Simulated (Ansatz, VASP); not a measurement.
PtSeS4 in VASP and in Ansatz

Contents of INCAR:

```
SYSTEM = PtSeS4
  PREC = Accurate
  ENCUT = 600
  EDIFF = 1E-6
  ISMEAR = 0
  SIGMA = 0.02
  LREAL = .False.
  LASPH = .True.
  NELM = 100
  ALGO = Normal
  ISIF = 3
  LWAVE = .False.
  LCHARG = .False.
  GGA = PE
  IBRION = 2
  NSW = 100
  EDIFFG = -0.01
```

Contents of KPOINTS:

```
regular mesh
0
Gamma
  12 12 2
  0 0 0
```

Contents of POSCAR:

```
PtSeS4
1.0
    3.5789387583      0.0000000000      0.0000000000
   -1.7894693792      3.0994518833      0.0000000000
    0.0000000000      0.0000000000     12.9969580760
Pt Se S
1 1 4
Direct
    0.0000000000      0.0000000000      0.5000000000
    0.0000000000      0.0000000000      0.0000000000
    0.6666666667      0.3333333333      0.5943330252
    0.6666666667      0.3333333333      0.1125960051
    0.3333333333      0.6666666667      0.8874039949
    0.3333333333      0.6666666667      0.4056669748
```

Input for Ansatz:

```yaml
crystal:
  lattice:
    - [3.5789387583, 0.0, 0.0]
    - [-1.7894693792, 3.0994518833, 0.0]
    - [0.0, 0.0, 12.996958076]
  atoms:
    - { symbol: Pt, position: [0.0, 0.0, 0.5] }
    - { symbol: Se, position: [0.0, 0.0, 0.0] }
    - { symbol: S, position: [0.6666666667, 0.3333333333, 0.5943330252] }
    - { symbol: S, position: [0.6666666667, 0.3333333333, 0.1125960051] }
    - { symbol: S, position: [0.3333333333, 0.6666666667, 0.8874039949] }
    - { symbol: S, position: [0.3333333333, 0.6666666667, 0.4056669748] }
basis:
  ecutwfc: 420
kpoints:
  mp_grid: { grid: [12, 12, 2] }
hamiltonian:
  xc: pbe
scf:
  occupations: { method: gaussian, width: 0.02 }
output:
  forces: true
  stress: true
  eigenvalues: true
  write_density: true
  write_potential: true
  elf: true
  volumetric_format: npy
relax:
  adjacent_minimum: "off"
  f_tol: 0.01
  max_steps: 80
  cell: { stress_tol: 0.05 }
```

Change from the starting cell: species swapped into the SrCaSi4 type (P-3m1, No. 164).

Alike in both runs: task relaxation of cell and atoms; functional PBE; k mesh 12 × 12 × 2; occupations gaussian, width 0.02 eV; no spin polarisation.

|  | VASP | Ansatz |
| --- | --- | --- |
| version | VASP 6.6.1 | Ansatz 0.2.0 |
| potentials or method | VASP PAW PBE potentials, release 64 (Pt, Se, S), cutoff 600 eV | scalar-relativistic, plane waves, PAW |
| valence electrons in the cell | 40 | 58 |

```tsv
	VASP	Ansatz	Ansatz less VASP
gap on the k mesh at the Fermi level, each at its own relaxed structure (eV)	0.88	0.87	-0.014
relaxed volume (Å³/atom)	23.98	24.03	+0.049
relaxed length of the cell vector where the two differ most in proportion (Å)	3.576	3.579	+0.0029
```

VASP's potentials hold 40 valence electrons a cell and Ansatz's 58, so a difference there can come from the potentials and not from the codes.

Spin-orbit coupling is off throughout.
